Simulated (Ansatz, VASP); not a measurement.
Two plane-wave programs on WC

```
CELL_PARAMETERS angstrom
2.90050 0.00000 0.00000
-1.45025 2.51191 0.00000
0.00000 0.00000 2.82900
ATOMIC_POSITIONS crystal
W 0.00000 0.00000 0.06628
C 0.66667 0.33333 0.50000
```

Change from the starting cell: all W atoms moved +0.188 Å, as atom 1 along Cartesian [0 0 1].

Alike in both runs: task single point; functional PBEsol; k mesh 6 × 6 × 6; occupations gaussian, width 0.15 eV; no spin polarisation.

```csv
,VASP,Ansatz
version,VASP 6.6.1,Ansatz 0.2.0
potentials or method,"VASP PAW PBE potentials, release 64 (W_sv, C_h), cutoff 1300 eV","scalar-relativistic, plane waves, PAW"
valence electrons in the cell,18,18
```

|  | VASP | Ansatz | Ansatz less VASP |
| --- | --- | --- | --- |
| gap on the k mesh at the Fermi level (eV) | none | none | - |
| pressure (GPa) | 8.3 | 7.1 | -1.25 |
| traceless stress, the component that is largest in VASP (GPa) | 1.34 | 1.19 | -0.155 |
| rms of the force components (eV/Å) | 1.653 | 1.638 | -0.0148 |

VASP's potentials were made for PBE, not for PBEsol. Atom by atom the forces differ by 0.015 eV/Å (rms over components). A gap of «none» marks a metal or a gap that the smearing closes.

The k mesh is coarse, so the values compare programs but aren't converged. Neither program's run includes spin-orbit coupling.
